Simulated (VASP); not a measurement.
# GaGe: single point with PBEsol

The system is GaGe.

```xyz
2
Lattice="0.0000 2.8525 2.8525 2.8525 0.0000 2.8525 2.8525 2.8525 0.0000" Properties=species:S:1:pos:R:3 pbc="T T T"
Ge    0.0000    0.0000    0.0000
Ga    1.4263    1.4263    1.4263
```

| Property | Result |
| --- | --- |
| Program | VASP 6.6.1 |
| Task | single point |
| Functional | PBEsol |
| Potentials or basis | VASP PAW PBE potentials, release 64 (Ge_d, Ga_d) |
| Cutoff | 520 eV |
| k mesh | 8 × 8 × 8 |
| Occupations | fermi-dirac, width 0.05 eV |
| Spin | no spin polarisation |
| Dipole correction | no |
| Further INCAR settings | ALGO = Normal; EDIFF = 1e-07; NBANDS = 20 |

```yaml
Pressure: 0.0 GPa
```

Levels at points of the mesh, in eV from the Fermi level:
```
           k point  band 10  band 11  band 12  band 13  band 14  band 15  band 16  band 17  band 18  band 19
(0.00, 0.00, 0.00)   -14.26   -10.81     1.79     1.79     1.79     2.51     4.46     4.46     4.46     7.76
(0.50, 0.00, 0.00)   -14.25    -8.71    -5.54     0.41     0.41     2.26     5.44     5.44     8.18    11.78
(0.50, 0.50, 0.00)   -14.25    -7.58    -5.93    -1.32    -1.32     2.28     2.42    11.47    11.47    12.72
```

Wall time 26 s on 1 thread of Intel Xeon 6975P-C (shared host), peak memory 0.18 GiB.

Caveat: the PAW data sets were made with another functional, which shifts forces and pressure a little.
